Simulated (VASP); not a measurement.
Here is a VASP 6.6.1 calculation.

File POSCAR:

```
Cd
1.0
    0.0000000000      2.2157649465      2.2157649465
    2.2157649465      0.0000000000      2.2157649465
    2.2157649465      2.2157649465      0.0000000000
Cd
1
Direct
    0.0000000000      0.0000000000      0.0000000000
```

File INCAR.step1:

```
SYSTEM = Cd
PREC = Accurate ; ENCUT = 550
ISMEAR = -1 ; SIGMA = 0.1
LREAL = .False. ; LASPH = .True.
NELM = 120 ; NBANDS = 12
GGA = PE ; ALGO = Normal
EDIFF = 1E-5 ; LWAVE = .True.
LCHARG = .False. ; GGA_COMPAT = .False.
```

INCAR.step2

```
SYSTEM = Cd
PREC = Accurate ; ENCUT = 550
EDIFF = 1E-6 ; ISMEAR = -1
SIGMA = 0.1 ; LREAL = .False.
LASPH = .True. ; NELM = 120
ALGO = Normal ; ISIF = 2
LWAVE = .False. ; LCHARG = .False.
METAGGA = R2SCAN ; LMIXTAU = .True.
NBANDS = 12 ; ISTART = 1
GGA_COMPAT = .False.
```

The input KPOINTS:

```
regular mesh
0
Gamma
  20 20 20
  0 0 0
```

Potentials or basis: VASP PAW PBE potentials, release 64 (Cd).

Run with:

```sh
$ cat potpaw_PBE.64/Cd/POTCAR > POTCAR
$ cp INCAR.step1 INCAR
$ mpirun -np 1 vasp_std > vasp.out
$ cp INCAR.step2 INCAR
$ mpirun -np 1 vasp_std > vasp.out
```

Task: Estimate the pressure.

Result: 0.2 GPa.

Task: Estimate the band gap on the k mesh.

Result: Zero (bands 6 and 7 overlap by 3.45 eV).

Caveat: the PAW data sets were made with another functional, which shifts forces and pressure a little.
